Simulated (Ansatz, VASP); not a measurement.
**Two plane-wave programs on CsLiIr**

```
Cs Li Ir
1.0
     4.20564    0.00000    0.00000
     0.00000    4.20564    0.00000
     0.00000    0.00000    7.25581
Cs Li Ir
2 2 2
Direct
  0.50000 0.00000 0.64800
  0.00000 0.50000 0.35200
  0.50000 0.00000 0.23050
  0.00000 0.50000 0.76950
  0.00000 0.00000 0.00000
  0.50000 0.50000 0.00000
```

Alike in both runs: task single point; functional PBE; k mesh 4 × 4 × 4; occupations gaussian, width 0.1 eV; no spin polarisation.

|  | VASP | Ansatz |
| --- | --- | --- |
| version | VASP 6.6.1 | Ansatz 0.2.0 |
| potentials or method | VASP PAW PBE potentials, release 64 (Cs_sv, Li_sv, Ir), cutoff 750 eV | scalar-relativistic, plane waves, PAW |
| valence electrons in the cell | 42 | 58 |

Ansatz gave:

```
gap on the k mesh at the Fermi level (eV)                     : none
pressure (GPa)                                                : 0.9
traceless stress, the component that is largest in VASP (GPa) : -0.17
rms of the force components (eV/Å)                            : 0.578
```

Q: What did VASP give for the same quantities?

A: gap on the k mesh at the Fermi level (eV): none; pressure (GPa): 1.1; traceless stress, the component that is largest in VASP (GPa): -0.07; rms of the force components (eV/Å): 0.573.

Atom by atom the forces differ by 0.017 eV/Å (rms over components). A gap of «none» marks a metal or a gap that the smearing closes. The functional is the same, so the differences come from potentials, cutoffs and numerics. VASP's potentials hold 42 valence electrons a cell and Ansatz's 58, so a difference there can come from the potentials and not from the codes.

The k mesh is coarse, so the values compare programs but aren't converged. Spin-orbit coupling is off throughout.
